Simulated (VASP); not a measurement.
# Si4B (P6/mmm) in VASP: notebook

The runs below take Si4B through single point, relaxation of cell and atoms, with PBE.

All numbers are computed with VASP 6.6.1; they aren't measurements. Logs are shortened: lines on timing, memory, paths and dates and some standing lists are left out, and cuts for length are marked.

### 1 The cell of the first run

The structure is hexagonal, space group P6/mmm (No. 191). The conventional cell has a = 4.339 Å, b = 4.339 Å, c = 5.009 Å, α = 90.00°, β = 90.00°, γ = 120.00°. Within 2.9 Å of Si (site symmetry mmm) lie 6 Si at 2.17 Å. Si (site symmetry 6/mmm) has 6 Si at 2.17 Å and 2 B at 2.50 Å within 2.9 Å. Within 3.3 Å of B (site symmetry 6/mmm) lie 2 Si at 2.50 Å.

### 2 Single point, PBE

INCAR

```
  PREC = Accurate
  ENCUT = 520
  EDIFF = 1E-7
  ISMEAR = 0
  SIGMA = 0.1
  LREAL = False
  LASPH = True
  NELM = 100
  ALGO = Normal
  ISIF = 2
  LWAVE = False
  LCHARG = False
  GGA = PE
  NBANDS = 18
```

KPOINTS

```
Automatic mesh
0
Gamma
  6 6 4
```

POSCAR

```
Si4B
1.0
    4.3393011200      0.0000000000      0.0000000000
   -2.1696505600      3.7579450100      0.0000000000
    0.0000000000      0.0000000000      5.0087537800
Si B
4 1
Direct
    0.5000000000      0.0000000000      0.0000000000
    0.0000000000      0.5000000000      0.0000000000
    0.5000000000      0.5000000000      0.0000000000
    0.0000000000      0.0000000000      0.0000000000
    0.0000000000      0.0000000000      0.5000000000
```

Potentials or basis: VASP PAW PBE potentials, release 64 (Si, B).

Started as:

```console
cat potpaw_PBE.64/Si/POTCAR potpaw_PBE.64/B/POTCAR > POTCAR
mpirun -np 1 vasp_std > vasp.out
```

OUTCAR:

```text
PREC = Accurate
   ENCUT = 520
   EDIFF = 1E-7
   ISMEAR = 0
   LREAL = False
   LASPH = True
   NELM = 100
   ISIF = 2
   GGA = PE

 ion  position               nearest neighbor table
   1  0.500  0.000  0.000-   4 2.17   4 2.17   2 2.17   3 2.17   3 2.17   2 2.17
   2  0.000  0.500  0.000-   3 2.17   3 2.17   4 2.17   4 2.17   1 2.17   1 2.17
   3  0.500  0.500  0.000-   2 2.17   2 2.17   4 2.17   1 2.17   1 2.17   4 2.17
   4  0.000  0.000  0.000-   1 2.17   1 2.17   3 2.17   2 2.17   2 2.17   3 2.17   5 2.50   5 2.50

   5  0.000  0.000  0.500-   4 2.50   4 2.50

  LATTYP: Found a hexagonal cell.
 ALAT       =     4.3393011200
 C/A-ratio  =     1.1542766085

  Lattice vectors:

 A1 = (   4.3393011200,   0.0000000000,   0.0000000000)
 A2 = (  -2.1696505600,   3.7579450100,   0.0000000000)
 A3 = (   0.0000000000,   0.0000000000,   5.0087537800)

Analysis of symmetry for initial positions (statically):
=====================================================================
 Subroutine PRICEL returns:
 Original cell was already a primitive cell.

 Routine SETGRP: Setting up the symmetry group for a
 hexagonal supercell.

 Subroutine GETGRP returns: Found 24 space group operations
 (whereof 24 operations were pure point group operations)
 out of a pool of 24 trial point group operations.

The static configuration has the point symmetry D_6h.

Analysis of symmetry for dynamics (positions and initial velocities):
=====================================================================
 Subroutine PRICEL returns:
 Original cell was already a primitive cell.

 Routine SETGRP: Setting up the symmetry group for a
 hexagonal supercell.

 Subroutine GETGRP returns: Found 24 space group operations
 (whereof 24 operations were pure point group operations)
 out of a pool of 24 trial point group operations.

The dynamic configuration has the point symmetry D_6h.

 Subroutine INISYM returns: Found 24 space group operations
 (whereof 24 operations are pure point group operations),
 and found     1 'primitive' translations

----------------------------------------------------------------------------------------

                                     Primitive cell

  volume of cell :      81.6770

  direct lattice vectors                    reciprocal lattice vectors
     4.339301120  0.000000000  0.000000000     0.230451857  0.133051441  0.000000000
    -2.169650560  3.757945010  0.000000000     0.000000000  0.266102883  0.000000000
     0.000000000  0.000000000  5.008753780     0.000000000  0.000000000  0.199650461

  length of vectors
     4.339301120  4.339301125  5.008753780     0.266102883  0.266102883  0.199650461

  position of ions in fractional coordinates (direct lattice)
     0.500000000  0.000000000  0.000000000
     0.000000000  0.500000000  0.000000000
     0.500000000  0.500000000  0.000000000
     0.000000000  0.000000000  0.000000000
     0.000000000  0.000000000  0.500000000

  ion indices of the primitive-cell ions
   primitive index   ion index
                 1           1
                 2           2
                 3           3
                 4           4
                 5           5

----------------------------------------------------------------------------------------

 KPOINTS: Automatic mesh

Automatic generation of k-mesh.
 Grid dimensions read from file:
 generate k-points for:    6    6    4

 Generating k-lattice:

  Cartesian coordinates                     Fractional coordinates (reciprocal lattice)
     0.038408643  0.022175240  0.000000000     0.166666667  0.000000000  0.000000000
     0.000000000  0.044350480  0.000000000     0.000000000  0.166666667  0.000000000
     0.000000000  0.000000000  0.049912615     0.000000000  0.000000000  0.250000000

  Length of vectors
     0.044350480  0.044350480  0.049912615

  Shift w.r.t. Gamma in fractional coordinates (k-lattice)
     0.000000000  0.000000000  0.000000000

 Subroutine IBZKPT returns following result:
 ===========================================

 Found     21 irreducible k-points:

 Following reciprocal coordinates:
            Coordinates               Weight
  0.000000  0.000000  0.000000      1.000000
  0.166667 -0.000000  0.000000      6.000000
  0.333333 -0.000000  0.000000      6.000000
  0.500000 -0.000000  0.000000      3.000000
  0.166667  0.166667  0.000000      6.000000
  0.333333  0.166667  0.000000     12.000000
[... 13 lines left out ...]
  0.333333  0.166667  0.500000     12.000000
  0.333333  0.333333  0.500000      2.000000
   k-points           NKPTS =     21   k-points in BZ     NKDIM =     21   number of bands    NBANDS=     18
   number of dos      NEDOS =    301   number of ions     NIONS =      5
   total plane-waves  NPLWV =  40960
   dimension x,y,z NGX =    32 NGY =   32 NGZ =   40
   dimension x,y,z NGXF=    64 NGYF=   64 NGZF=   80
   ions per type =               4   1
   NGX,Y,Z   is equivalent  to a cutoff of  12.26, 12.26, 13.28 a.u.
   NGXF,Y,Z  is equivalent  to a cutoff of  24.52, 24.52, 26.55 a.u.
 SYSTEM =  unknown system
   PREC   = accura    normal or accurate (medium, high low for compatibility)
   ISTART =      0    job   : 0-new  1-cont  2-samecut
   ICHARG =      2    charge: 1-file 2-atom 10-const
   ISPIN  =      1    spin polarized calculation?
   LNONCOLLINEAR =      F non collinear calculations
   LSORBIT =      F    spin-orbit coupling
   LASPH  =      T    aspherical Exc in radial PAW
   ENCUT  =  520.0 eV  38.22 Ry    6.18 a.u.   8.07  8.07  9.31*2*pi/ulx,y,z
   NELM   =    100;   NELMIN=  2; NELMDL= -5     # of ELM steps
   EDIFF  = 0.1E-06   stopping-criterion for ELM
   LREAL  =      F    real-space projection
   EDIFFG = 0.1E-05   stopping-criterion for IOM
   NSW    =      0    number of steps for IOM
   IBRION =     -1    ionic relax: 0-MD 1-quasi-New 2-CG
   NFREE  =      0    steps in history (QN), initial steepest desc. (CG)
   ISIF   =      2    stress and relaxation
   ISYM   =      2    0-nonsym 1-usesym 2-fastsym
   POTIM  = 0.5000    time-step for ionic-motion
   TEBEG  =    0.0;   TEEND  =   0.0 temperature during run
   PSTRESS=    0.0 pullay stress
   NELECT =      19.0000    total number of electrons
   NUPDOWN=      -1.0000    fix difference up-down
   EMIN   =  10.00;   EMAX   =-10.00  energy-range for DOS
   EFERMI =   0.00;   METHOD = LEGACY
   ISMEAR =     0;   SIGMA  =   0.10  broadening in eV -4-tet -1-fermi 0-gaus
   EFERMI_NEDOS =   21; number of points for ismear=-14 and -15
   IALGO  =     38    algorithm
   IMIX   =      4    mixing-type and parameters
     AMIX     =   0.40;   BMIX     =  1.00
     AMIX_MAG =   1.60;   BMIX_MAG =  1.00
  volume/ion in A,a.u.               =      16.34       110.24
  Fermi-wavevector in a.u.,A,eV,Ry     =   1.006838  1.902647 13.792523  1.013722
  Thomas-Fermi vector in A             =   2.139605
   LORBIT       =      0    0 simple, 1 ext, 2 COOP (PROOUT), +10 PAW based schemes
   GGA     = PE    functional components
   LHFCALC =     F    Hartree Fock is set to
   AEXX    =    0.0000 exact exchange contribution
   IVDW    =     0    specifies the selected vdW correction
   LEPSILON=     F    determine dielectric tensor
   LRPA    =     F    only Hartree local field effects (RPA)
 non-spin polarized calculation
 Gauss-broadening in eV      SIGMA  =   0.10
  energy-cutoff  :      520.00
  volume of cell :       81.68
 maximum number of plane-waves:      2214
   NGX = 17   NGY = 17   NGZ = 19

 number of electron      19.0000001 magnetization

 Free energy of the ion-electron system (eV)
  ---------------------------------------------------
  ext. energy  EPLUGINS =         0.00000000
  ---------------------------------------------------
  free energy    TOTEN  =       -17.49946137 eV

  energy without entropy =      -17.48004109  energy(sigma->0) =      -17.48975123

 E-fermi :   6.4880     XC(G=0):  -9.6481

 val. band max:        6.4661057662   @ k =   0.1667  -0.0000   0.5000
 cond. band min:       6.5401992354   @ k =   0.1667   0.1667   0.0000
 fundamental gap:      0.0740934691
 Fermi energy:         6.4879517449

 k-point     1 :       0.0000    0.0000    0.0000
  band No.  band energies     occupation
      1      -9.0192      2.00000
      2      -0.5515      2.00000
      3      -0.5515      2.00000
      4      -0.4426      2.00000
      5       0.1562      2.00000
      6       0.4173      2.00000
[... 10 lines left out ...]
     17      10.9299      0.00000
     18      11.3647      0.00000

 k-point     2 :       0.1667   -0.0000    0.0000
  band No.  band energies     occupation
      1      -8.7395      2.00000
      2      -2.3865      2.00000
      3      -1.0275      2.00000
      4      -1.0012      2.00000
      5       0.4076      2.00000
      6       1.0269      2.00000
[... 10 lines left out ...]
     17      12.3345      0.00000
     18      13.6484      0.00000

 k-point     3 :       0.3333   -0.0000    0.0000
  band No.  band energies     occupation
      1      -7.9066      2.00000
      2      -4.6611      2.00000
      3      -1.6529      2.00000
      4      -1.5842      2.00000
      5       1.1313      2.00000
      6       1.5582      2.00000
[... 10 lines left out ...]
     17      12.5314      0.00000
     18      13.5980      0.00000

 k-point     4 :       0.5000   -0.0000    0.0000
  band No.  band energies     occupation
      1      -6.6247      2.00000
      2      -6.4432      2.00000
      3      -1.8800      2.00000
      4      -1.8045      2.00000
      5       1.7988      2.00000
      6       1.8847      2.00000
[... 312 lines left out ...]
      4      -1.0236      2.00000
      5       0.2814      2.00000
      6       2.7300      2.00000
[... 10 lines left out ...]
     17      12.7248      0.00000
     18      13.3278      0.00000

 k-point    20 :       0.3333    0.1667    0.5000
  band No.  band energies     occupation
      1      -7.0091      2.00000
      2      -5.3799      2.00000
      3      -3.7921      2.00000
      4      -0.4652      2.00000
      5       0.5254      2.00000
      6       2.5503      2.00000
[... 10 lines left out ...]
     17      12.4375      0.00000
     18      13.2496      0.00000

 k-point    21 :       0.3333    0.3333    0.5000
  band No.  band energies     occupation
      1      -5.7770      2.00000
      2      -5.5832      2.00000
      3      -5.5832      2.00000
      4      -0.2347      2.00000
      5       2.5302      2.00000
      6       2.5302      2.00000
[... 10 lines left out ...]
     17      12.4711      0.00000
     18      12.7755      0.00000

------------------------ aborting loop because EDIFF is reached ----------------------------------------

  FORCE on cell =-STRESS in cart. coord.  units (eV):
  Direction    XX          YY          ZZ          XY          YZ          ZX
  --------------------------------------------------------------------------------------
  -------------------------------------------------------------------------------------
  Total       31.4373090     31.4373091     -8.0456856      0.0000000     -0.0000000     -0.0000000
  in kB      616.6745901    616.6745918   -157.8242550      0.0000000     -0.0000000     -0.0000000
  external PRESSURE =     358.5083090 kB  Pullay stress =       0.0000000 kB

 VOLUME and BASIS-vectors are now :
 -----------------------------------------------------------------------------
  energy-cutoff  :      520.00
  volume of cell :       81.68
      direct lattice vectors                 reciprocal lattice vectors
     4.339301120  0.000000000  0.000000000     0.230451857  0.133051441  0.000000000
    -2.169650560  3.757945010  0.000000000     0.000000000  0.266102883  0.000000000
     0.000000000  0.000000000  5.008753780     0.000000000  0.000000000  0.199650461

 POSITION                                       TOTAL-FORCE (eV/Angst)
 -----------------------------------------------------------------------------------
      2.16965      0.00000      0.00000        -0.000000      0.000000      0.000000
     -1.08483      1.87897      0.00000         0.000000      0.000000      0.000000
      1.08483      1.87897      0.00000        -0.000000      0.000000      0.000000
      0.00000      0.00000      0.00000         0.000000      0.000000      0.000000
      0.00000      0.00000      2.50438         0.000000      0.000000      0.000000
 -----------------------------------------------------------------------------------
    total drift:                                0.000000     -0.000000     -0.000000

  FREE ENERGIE OF THE ION-ELECTRON SYSTEM (eV)
  ---------------------------------------------------
  free  energy   TOTEN  =       -17.4994613695 eV

  energy  without entropy=      -17.4800410934  energy(sigma->0) =      -17.48975123
```

It took 60 s on 1 thread of Oxide Virtual Turin-like, shared host; peak memory 0.16 GiB.

Results:

```yaml
Free_energy: -17.4995 eV
Pressure: 35.9 GPa
```

Stress tensor (GPa, compression positive):
```
 61.67   0.00   0.00
  0.00  61.67   0.00
  0.00   0.00 -15.78
```

Levels at points of the mesh, in eV from the Fermi level:
```
           k point  band 5  band 6  band 7  band 8  band 9  band 10  band 11  band 12  band 13  band 14
(0.00, 0.00, 0.00)   -6.33   -6.07   -4.20   -4.20   -3.68     0.87     1.70     1.70     3.95     3.95
(0.50, 0.00, 0.00)   -4.69   -4.60   -3.19   -0.70   -0.18     0.10     0.69     1.30     1.52     3.39
(0.00, 0.00, 0.50)   -6.91   -4.68   -4.14   -4.14   -1.96     0.44     0.44     0.64     3.28     3.31
(0.50, 0.00, 0.50)   -6.92   -4.31   -0.74   -0.66   -0.19    -0.16     0.22     2.27     2.31     3.94
```

### 3 Single point, PBE

This run uses another cell than the first one, of 17.25 Å³/atom, 1.056 times its volume.

INCAR

```
PREC = Accurate ; ENCUT = 520
EDIFF = 1E-6 ; ISMEAR = 0
SIGMA = 0.1 ; LREAL = False
LASPH = True ; NELM = 80
ALGO = Normal ; ISIF = 2
LWAVE = False ; LCHARG = False
GGA = PE ; NBANDS = 18
```

KPOINTS

```
regular mesh
0
Gamma
  6 6 4
```

Changes to POSCAR since step 2:

```diff
@@ -2,5 +2,5 @@
 1.0
-    4.3393011200      0.0000000000      0.0000000000
-   -2.1696505600      3.7579450100      0.0000000000
-    0.0000000000      0.0000000000      5.0087537800
+    5.0709172973      0.0000000000      0.0000000000
+   -2.5354586486      4.3915431999      0.0000000000
+    0.0000000000      0.0000000000      3.8739699387
 Si B
```

Potentials or basis: VASP PAW PBE potentials, release 64 (Si, B).

Started as:

```console
cat potpaw_PBE.64/Si/POTCAR potpaw_PBE.64/B/POTCAR > POTCAR
mpirun -np 1 vasp_std > vasp.out
```

Run time: 60 s. Hardware: 1 thread of Oxide Virtual Turin-like, shared host; peak memory 0.17 GiB.

It converged, with:

```yaml
Free_energy: -22.8922 eV
Pressure: 0.1 GPa
```

Levels at points of the mesh, in eV from the Fermi level:
| k point | band 6 | band 7 | band 8 | band 9 | band 10 | band 11 | band 12 | band 13 | band 14 | band 15 |
| --- | --- | --- | --- | --- | --- | --- | --- | --- | --- | --- |
| (0.00, 0.00, 0.00) | -5.05 | -5.05 | -4.69 | -0.90 | 0.33 | 2.71 | 2.71 | 3.84 | 3.84 | 5.07 |
| (0.50, 0.00, 0.00) | -2.66 | -1.20 | -0.42 | -0.31 | -0.25 | 1.00 | 1.66 | 2.15 | 2.78 | 2.81 |
| (0.00, 0.00, 0.50) | -5.11 | -4.47 | -4.47 | -2.21 | -0.82 | -0.82 | 1.08 | 1.08 | 3.34 | 4.05 |
| (0.50, 0.00, 0.50) | -4.13 | -1.73 | -1.13 | -0.94 | -0.05 | 0.05 | 0.81 | 2.80 | 3.13 | 3.51 |

Caveat: the k points lie up to 0.41 Å⁻¹ apart.

(Continued in part 2 of 3.)
